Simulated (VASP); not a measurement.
# Si7Ge (Cmm2) in VASP: notebook

Runs on Si7Ge. Level: PBEsol. Tasks: single point.

Everything below comes from runs of VASP 6.6.1. Logs are shortened: lines on timing, memory, paths and dates and some standing lists are left out, and cuts for length are marked.

### Step 1. The cell of the first run

It takes space group Cmm2 (No. 35, orthorhombic). The conventional cell has a = 7.720 Å, b = 7.720 Å, c = 10.618 Å, α = 90.00°, β = 90.00°, γ = 90.00°. Within 3.1 Å of Si (site symmetry m) lie 3 Si at 2.36 Å and 1 Ge at 2.39 Å. Within 3.1 Å of Si (site symmetry m) lie 3 Si at 2.36 Å and 1 Ge at 2.39 Å. Within 3.1 Å of Si (site symmetry mm2) lie 4 Si at 2.36 Å. Within 2.9 Å of Si (site symmetry mm2) lie 4 Si at 2.19 to 2.36 Å. Si (site symmetry 2) has 4 Si at 2.36 Å within 3.1 Å. Si (site symmetry 2) has 4 Si at 2.36 Å within 3.1 Å. Si (site symmetry m) has 3 Si at 2.19 to 2.36 Å and 1 Ge at 2.23 Å within 2.9 Å. Within 3.1 Å of Si (site symmetry m) lie 3 Si at 2.36 Å and 1 Ge at 2.39 Å.

### Step 2. Single point, PBEsol (the distance across one plane changed)

Contents of INCAR:

```
SYSTEM = Si7Ge
PREC = Accurate ; ENCUT = 520
EDIFF = 1E-6 ; ISMEAR = 0
SIGMA = 0.03 ; LREAL = Auto
LASPH = .True. ; NELM = 80
ALGO = Normal ; ISIF = 2
LWAVE = .False. ; LCHARG = .False.
GGA = PS ; NBANDS = 56
```

Contents of KPOINTS:

```
Automatic mesh
0
Gamma
  6 6 3
  0 0 0
```

Contents of POSCAR:

```
Si7Ge
1.0
    0.0000000000     -5.4591768537      0.0000000000
    0.0000000000      0.0000000000     -5.4591768537
   10.6183537074      0.0000000000      0.0000000000
Si Ge
14 2
Direct
    0.7474023192      0.7474023192      0.7089278159
    0.7474023192      0.7474023192      0.1948013323
    0.5000000000      0.5000000000      0.5790606585
    0.5000000000      0.5000000000      0.0649341749
    0.5000000000      1.0000000000      0.8361239004
    0.5000000000      1.0000000000      0.3219974167
    1.0000000000      0.5000000000      0.8361239004
    1.0000000000      0.5000000000      0.3219974167
    0.7474023192      0.2525976808      0.9633199848
    0.7474023192      0.2525976808      0.4491935011
    0.2525976808      0.7474023192      0.9633199848
    0.2525976808      0.7474023192      0.4491935011
    0.2525976808      0.2525976808      0.7089278159
    0.2525976808      0.2525976808      0.1948013323
    1.0000000000      1.0000000000      0.5790606585
    1.0000000000      1.0000000000      0.0649341749
```

Potentials or basis: VASP PAW PBE potentials, release 64 (Si, Ge_d).

Launch:

```sh
> cat potpaw_PBE.64/Si/POTCAR potpaw_PBE.64/Ge_d/POTCAR > POTCAR
> mpirun -np 1 vasp_std > vasp.out
```

OUTCAR:

```text
SYSTEM = Si7Ge
   PREC = Accurate
   ENCUT = 520
   EDIFF = 1E-6
   ISMEAR = 0
   LREAL = Auto
   LASPH = .True.
   NELM = 80
   ISIF = 2
   GGA = PS

 ion  position               nearest neighbor table
   1  0.747  0.747  0.709-   3 2.36   5 2.36   7 2.36  15 2.39
   2  0.747  0.747  0.195-   6 2.36   8 2.36   4 2.36  16 2.39
   3  0.500  0.500  0.579-   1 2.36  10 2.36  12 2.36  13 2.36
   4  0.500  0.500  0.065-   9 2.19  11 2.19   2 2.36  14 2.36
   5  0.500  0.000  0.836-   9 2.36  11 2.36   1 2.36  13 2.36
   6  0.500  0.000  0.322-   2 2.36  10 2.36  12 2.36  14 2.36
[... 8 lines left out ...]
  15  0.000  0.000  0.579-   1 2.39  10 2.39  12 2.39  13 2.39
  16  0.000  0.000  0.065-   9 2.23  11 2.23   2 2.39  14 2.39

  LATTYP: Found a simple tetragonal cell.
 ALAT       =     5.4591768537
 C/A-ratio  =     1.9450466603

  Lattice vectors:

 A1 = (   0.0000000000,  -5.4591768537,   0.0000000000)
 A2 = (   0.0000000000,   0.0000000000,  -5.4591768537)
 A3 = (  10.6183537074,   0.0000000000,   0.0000000000)

Analysis of symmetry for initial positions (statically):
=====================================================================
 Subroutine PRICEL returns:
 Original cell was already a primitive cell.

 Routine SETGRP: Setting up the symmetry group for a
 simple tetragonal supercell.

 Subroutine GETGRP returns: Found  4 space group operations
 (whereof  4 operations were pure point group operations)
 out of a pool of 16 trial point group operations.

The static configuration has the point symmetry C_2v.

Analysis of symmetry for dynamics (positions and initial velocities):
=====================================================================
 Subroutine PRICEL returns:
 Original cell was already a primitive cell.

 Routine SETGRP: Setting up the symmetry group for a
 simple tetragonal supercell.

 Subroutine GETGRP returns: Found  4 space group operations
 (whereof  4 operations were pure point group operations)
 out of a pool of 16 trial point group operations.

The dynamic configuration has the point symmetry C_2v.

 Subroutine INISYM returns: Found  4 space group operations
 (whereof  4 operations are pure point group operations),
 and found     1 'primitive' translations

----------------------------------------------------------------------------------------

                                     Primitive cell

  volume of cell :     316.4547

  direct lattice vectors                    reciprocal lattice vectors
     0.000000000 -5.459176854  0.000000000     0.000000000 -0.183177799  0.000000000
     0.000000000  0.000000000 -5.459176854     0.000000000  0.000000000 -0.183177799
    10.618353707  0.000000000  0.000000000     0.094176558  0.000000000  0.000000000

  length of vectors
     5.459176854  5.459176854 10.618353707     0.183177799  0.183177799  0.094176558

  position of ions in fractional coordinates (direct lattice)
     0.747402319  0.747402319  0.708927816
     0.747402319  0.747402319  0.194801332
     0.500000000  0.500000000  0.579060658
     0.500000000  0.500000000  0.064934175
     0.500000000  0.000000000  0.836123900
     0.500000000  0.000000000  0.321997417
[... 8 lines left out ...]
     0.000000000  0.000000000  0.579060658
     0.000000000  0.000000000  0.064934175

  ion indices of the primitive-cell ions
   primitive index   ion index
                 1           1
                 2           2
                 3           3
                 4           4
                 5           5
                 6           6
[... 8 lines left out ...]
                15          15
                16          16

----------------------------------------------------------------------------------------

 KPOINTS: Automatic mesh

Automatic generation of k-mesh.
 Grid dimensions read from file:
 generate k-points for:    6    6    3

 Generating k-lattice:

  Cartesian coordinates                     Fractional coordinates (reciprocal lattice)
     0.000000000 -0.030529633  0.000000000     0.166666667  0.000000000  0.000000000
     0.000000000  0.000000000 -0.030529633     0.000000000  0.166666667  0.000000000
     0.031392186  0.000000000  0.000000000     0.000000000  0.000000000  0.333333333

  Length of vectors
     0.030529633  0.030529633  0.031392186

  Shift w.r.t. Gamma in fractional coordinates (k-lattice)
     0.000000000  0.000000000  0.000000000

 Subroutine IBZKPT returns following result:
 ===========================================

 Found     26 irreducible k-points:

 Following reciprocal coordinates:
            Coordinates               Weight
  0.000000  0.000000  0.000000      1.000000
  0.166667  0.000000  0.000000      4.000000
  0.333333  0.000000  0.000000      4.000000
  0.500000  0.000000  0.000000      2.000000
  0.166667  0.166667  0.000000      2.000000
 -0.166667  0.166667  0.000000      2.000000
[... 16 lines left out ...]
  0.333333  0.333333  0.333333      4.000000
 -0.333333  0.333333  0.333333      4.000000
 [... further k-points ...]
   k-points           NKPTS =     26   k-points in BZ     NKDIM =     26   number of bands    NBANDS=     56
   number of dos      NEDOS =    301   number of ions     NIONS =     16
   total plane-waves  NPLWV = 141120
   dimension x,y,z NGX =    42 NGY =   42 NGZ =   80
   dimension x,y,z NGXF=    84 NGYF=   84 NGZF=  160
   ions per type =              14   2
   NGX,Y,Z   is equivalent  to a cutoff of  12.79, 12.79, 12.53 a.u.
   NGXF,Y,Z  is equivalent  to a cutoff of  25.58, 25.58, 25.05 a.u.
 SYSTEM =  Si7Ge
   PREC   = accura    normal or accurate (medium, high low for compatibility)
   ISTART =      0    job   : 0-new  1-cont  2-samecut
   ICHARG =      2    charge: 1-file 2-atom 10-const
   ISPIN  =      1    spin polarized calculation?
   LNONCOLLINEAR =      F non collinear calculations
   LSORBIT =      F    spin-orbit coupling
   LASPH  =      T    aspherical Exc in radial PAW
   ENCUT  =  520.0 eV  38.22 Ry    6.18 a.u.  10.15 10.15 19.74*2*pi/ulx,y,z
   NELM   =     80;   NELMIN=  2; NELMDL= -5     # of ELM steps
   EDIFF  = 0.1E-05   stopping-criterion for ELM
   LREAL  =      T    real-space projection
   EDIFFG = 0.1E-04   stopping-criterion for IOM
   NSW    =      0    number of steps for IOM
[... 5 lines left out ...]
   TEBEG  =    0.0;   TEEND  =   0.0 temperature during run
   PSTRESS=    0.0 pullay stress
   NELECT =      84.0000    total number of electrons
   NUPDOWN=      -1.0000    fix difference up-down
   EMIN   =  10.00;   EMAX   =-10.00  energy-range for DOS
   EFERMI =   0.00;   METHOD = LEGACY
   ISMEAR =     0;   SIGMA  =   0.03  broadening in eV -4-tet -1-fermi 0-gaus
   EFERMI_NEDOS =   21; number of points for ismear=-14 and -15
   IALGO  =     38    algorithm
   IMIX   =      4    mixing-type and parameters
     AMIX     =   0.40;   BMIX     =  1.00
     AMIX_MAG =   1.60;   BMIX_MAG =  1.00
  volume/ion in A,a.u.               =      19.78       133.47
  Fermi-wavevector in a.u.,A,eV,Ry     =   1.052117  1.988213 15.060975  1.106950
  Thomas-Fermi vector in A             =   2.187187
   LORBIT       =      0    0 simple, 1 ext, 2 COOP (PROOUT), +10 PAW based schemes
   GGA     = PS    functional components
   LHFCALC =     F    Hartree Fock is set to
   AEXX    =    0.0000 exact exchange contribution
   IVDW    =     0    specifies the selected vdW correction
   LEPSILON=     F    determine dielectric tensor
   LRPA    =     F    only Hartree local field effects (RPA)
 non-spin polarized calculation
 Gauss-broadening in eV      SIGMA  =   0.03
  energy-cutoff  :      520.00
  volume of cell :      316.45
 maximum number of plane-waves:      8556
 NGX is ok and might be reduce to    42
   NGX = 21   NGY = 21   NGZ = 39

 number of electron      84.0000024 magnetization

 Free energy of the ion-electron system (eV)
  ---------------------------------------------------
  ext. energy  EPLUGINS =         0.00000000
  ---------------------------------------------------
  free energy    TOTEN  =       -89.45927424 eV

  energy without entropy =      -89.45895770  energy(sigma->0) =      -89.45911597

 E-fermi :   5.9795     XC(G=0):  -9.7511

 val. band max:        5.9083937666   @ k =   0.0000   0.0000   0.0000
 cond. band min:       5.9794837653   @ k =   0.0000   0.0000   0.3333
 fundamental gap:      0.0710899987
 Fermi energy:         5.9794813674

 k-point     1 :       0.0000    0.0000    0.0000
  band No.  band energies     occupation
      1     -18.4082      2.00000
      2     -18.4054      2.00000
      3     -18.3825      2.00000
      4     -18.3602      2.00000
      5     -18.3585      2.00000
      6     -18.1458      2.00000
[... 46 lines left out ...]
     53       8.6212      0.00000
     54       8.9981      0.00000

 k-point     2 :       0.1667    0.0000    0.0000
  band No.  band energies     occupation
      1     -18.4082      2.00000
      2     -18.4054      2.00000
      3     -18.3826      2.00000
      4     -18.3602      2.00000
      5     -18.3585      2.00000
      6     -18.1458      2.00000
[... 46 lines left out ...]
     53       9.1284      0.00000
     54       9.2653      0.00000

 k-point     3 :       0.3333    0.0000    0.0000
  band No.  band energies     occupation
      1     -18.4083      2.00000
      2     -18.4054      2.00000
      3     -18.3826      2.00000
      4     -18.3601      2.00000
      5     -18.3584      2.00000
      6     -18.1458      2.00000
[... 46 lines left out ...]
     53       9.0313      0.00000
     54       9.0844      0.00000
[... 1084 lines left out ...]
 k-point    23 :       0.3333    0.3333    0.3333
  band No.  band energies     occupation
      1     -18.4083      2.00000
      2     -18.4055      2.00000
      3     -18.3826      2.00000
      4     -18.3601      2.00000
      5     -18.3583      2.00000
      6     -18.1458      2.00000
[... 46 lines left out ...]
     53       9.5948      0.00000
     54       9.6890      0.00000

 k-point    24 :      -0.3333    0.3333    0.3333
  band No.  band energies     occupation
      1     -18.4083      2.00000
      2     -18.4055      2.00000
      3     -18.3826      2.00000
      4     -18.3601      2.00000
      5     -18.3583      2.00000
      6     -18.1458      2.00000
[... 46 lines left out ...]
     53       9.3015      0.00000
     54       9.5801      0.00000

 [... further k-points ...]

 [bands above 54 left out]

------------------------ aborting loop because EDIFF is reached ----------------------------------------

  FORCE on cell =-STRESS in cart. coord.  units (eV):
  Direction    XX          YY          ZZ          XY          YZ          ZX
  --------------------------------------------------------------------------------------
  -------------------------------------------------------------------------------------
  Total        7.6852740      5.4097895      5.4097895      0.0000000     -4.6297362      0.0000000
  in kB       38.9097486     27.3892052     27.3892052      0.0000000    -23.4398759      0.0000000
  external PRESSURE =      31.2293864 kB  Pullay stress =       0.0000000 kB

 VOLUME and BASIS-vectors are now :
 -----------------------------------------------------------------------------
  energy-cutoff  :      520.00
  volume of cell :      316.45
      direct lattice vectors                 reciprocal lattice vectors
     0.000000000 -5.459176854  0.000000000     0.000000000 -0.183177799  0.000000000
     0.000000000  0.000000000 -5.459176854     0.000000000  0.000000000 -0.183177799
    10.618353707  0.000000000  0.000000000     0.094176558  0.000000000  0.000000000

 POSITION                                       TOTAL-FORCE (eV/Angst)
 -----------------------------------------------------------------------------------
      7.52765     -4.08020     -4.08020         0.001962     -0.003694     -0.003694
      2.06847     -4.08020     -4.08020         0.324492      0.002870      0.002870
      6.14867     -2.72959     -2.72959        -0.019132      0.000000      0.000000
      0.68949     -2.72959     -2.72959         2.442370      0.000000      0.000000
      8.87826     -2.72959      0.00000        -0.282565      0.000000      0.000000
      3.41908     -2.72959      0.00000         0.009879      0.000000      0.000000
[... 8 lines left out ...]
      6.14867      0.00000      0.00000        -0.015916      0.000000      0.000000
      0.68949      0.00000      0.00000         2.246688      0.000000      0.000000
 -----------------------------------------------------------------------------------
    total drift:                               -0.012626      0.000000      0.000000

  FREE ENERGIE OF THE ION-ELECTRON SYSTEM (eV)
  ---------------------------------------------------
  free  energy   TOTEN  =       -89.4592742439 eV

  energy  without entropy=      -89.4589576974  energy(sigma->0) =      -89.45911597
```

It took 15 min on 1 thread of AMD EPYC 7R13, shared host; peak memory 0.49 GiB.

What came out:

```
Free energy            : -89.4593 eV
Pressure               : 3.1 GPa
Largest force          : 2.442 eV/Å
Band gap on the k mesh : zero (bands 42 and 43 overlap by 0.06 eV)
```

Forces on the atoms (eV/Å):
```
Si   0.002 -0.004 -0.004
Si   0.324  0.003  0.003
Si  -0.019  0.000  0.000
Si   2.442  0.000  0.000
Si  -0.283  0.000  0.000
Si   0.010  0.000  0.000
Si  -0.283  0.000  0.000
Si   0.010  0.000  0.000
Si  -2.400 -0.074  0.074
Si   0.020 -0.006  0.006
Si  -2.400  0.074 -0.074
Si   0.020  0.006 -0.006
Si   0.002  0.004  0.004
Si   0.324 -0.003 -0.003
Ge  -0.016  0.000  0.000
Ge   2.247  0.000  0.000
```

Stress tensor (GPa, compression positive):
```
 3.89  0.00  0.00
 0.00  2.74 -2.34
 0.00 -2.34  2.74
```

Levels at points of the mesh, in eV from the Fermi level:
| k point | band 40 | band 41 | band 42 | band 43 | band 44 | band 45 |
| --- | --- | --- | --- | --- | --- | --- |
| (0.00, 0.00, 0.00) | -0.20 | -0.07 | 0.06 | 0.14 | 0.38 | 0.51 |
| (0.50, 0.00, 0.00) | -1.40 | -1.29 | -1.18 | 0.95 | 1.12 | 2.17 |
| (0.50, 0.50, 0.00) | -1.17 | -1.08 | -0.94 | 0.88 | 1.39 | 1.41 |

Caveat: the cell differs from its parent crystal (the distance across one plane changed); the cell stands under pressure; semilocal functionals underestimate gaps, and a narrow one can read as zero; the PAW data sets were made with another functional, which shifts forces and pressure a little.

### Step 3. Single point, PBEsol (the distance across one plane changed)

Contents of INCAR:

```
  PREC = Accurate
  ENCUT = 520
  EDIFF = 1E-6
  ISMEAR = 0
  SIGMA = 0.03
  LREAL = Auto
  LASPH = True
  NELM = 60
  ALGO = Normal
  ISIF = 2
  LWAVE = False
  LCHARG = False
  GGA = PS
  NBANDS = 56
```

Contents of KPOINTS:

```
Automatic mesh
0
Gamma
  6 6 3
```

Contents of POSCAR:

```
Si7Ge
1.0
    0.0000000000     -5.4591768537      0.0000000000
    0.0000000000      0.0000000000     -5.4591768537
   11.4183537074      0.0000000000      0.0000000000
Si Ge
14 2
Direct
    0.7474023192      0.7474023192      0.6592584619
    0.7474023192      0.7474023192      0.1811530368
    0.5000000000      0.5000000000      0.5384901403
    0.5000000000      0.5000000000      0.0603847152
    0.5000000000      1.0000000000      0.7775428529
    0.5000000000      1.0000000000      0.2994374278
    1.0000000000      0.5000000000      0.7775428529
    1.0000000000      0.5000000000      0.2994374278
    0.7474023192      0.2525976808      0.8958272439
    0.7474023192      0.2525976808      0.4177218188
    0.2525976808      0.7474023192      0.8958272439
    0.2525976808      0.7474023192      0.4177218188
    0.2525976808      0.2525976808      0.6592584619
    0.2525976808      0.2525976808      0.1811530368
    1.0000000000      1.0000000000      0.5384901403
    1.0000000000      1.0000000000      0.0603847152
```

Potentials or basis: VASP PAW PBE potentials, release 64 (Si, Ge_d).

Launch:

```sh
> cat potpaw_PBE.64/Si/POTCAR potpaw_PBE.64/Ge_d/POTCAR > POTCAR
> mpirun -np 1 vasp_std > vasp.out
```

It took 19 min on 1 thread of AMD EPYC 7R13, shared host; peak memory 0.53 GiB.

It converged, with:

```yaml
Free_energy: -88.6544 eV
Pressure: -2.6 GPa
Largest_force: 2.364 eV/Å
Band_gap_on_the_k_mesh: zero (bands 42 and 43 overlap by 0.37 eV)
```

Forces on the atoms (eV/Å):
```
Si  -0.003  0.011  0.011
Si  -0.356  0.027  0.027
Si   0.023  0.000  0.000
Si  -2.364  0.000  0.000
Si   0.377  0.000  0.000
Si   0.009  0.000  0.000
Si   0.377  0.000  0.000
Si   0.009  0.000  0.000
Si   2.308  0.023 -0.023
Si  -0.029  0.005 -0.005
Si   2.308 -0.023  0.023
Si  -0.029 -0.005  0.005
Si  -0.003 -0.011 -0.011
Si  -0.356 -0.027 -0.027
Ge   0.023  0.000  0.000
Ge  -2.293  0.000  0.000
```

Stress tensor (GPa, compression positive):
```
-5.52  0.00  0.00
 0.00 -1.09  0.92
 0.00  0.92 -1.09
```

Levels at points of the mesh, in eV from the Fermi level:
```tsv
k point	band 38	band 39	band 40	band 41	band 42	band 43	band 44	band 45	band 46	band 47
(0.00, 0.00, 0.00)	-2.01	-1.68	-0.69	-0.60	-0.44	-0.19	0.26	0.27	0.32	0.46
(0.50, 0.00, 0.00)	-2.26	-2.03	-1.89	-1.49	-1.44	0.38	0.54	1.38	1.38	1.65
(0.50, 0.50, 0.00)	-1.66	-1.62	-1.60	-1.50	-0.02	0.17	0.53	0.62	0.95	1.81
```

Caveat: the cell differs from its parent crystal (the distance across one plane changed); semilocal functionals underestimate gaps, and a narrow one can read as zero; the PAW data sets were made with another functional, which shifts forces and pressure a little.

(Part 1 of 2 ends here.)

The gap in the log of VASP goes by the Fermi energy; the results here count the filled bands.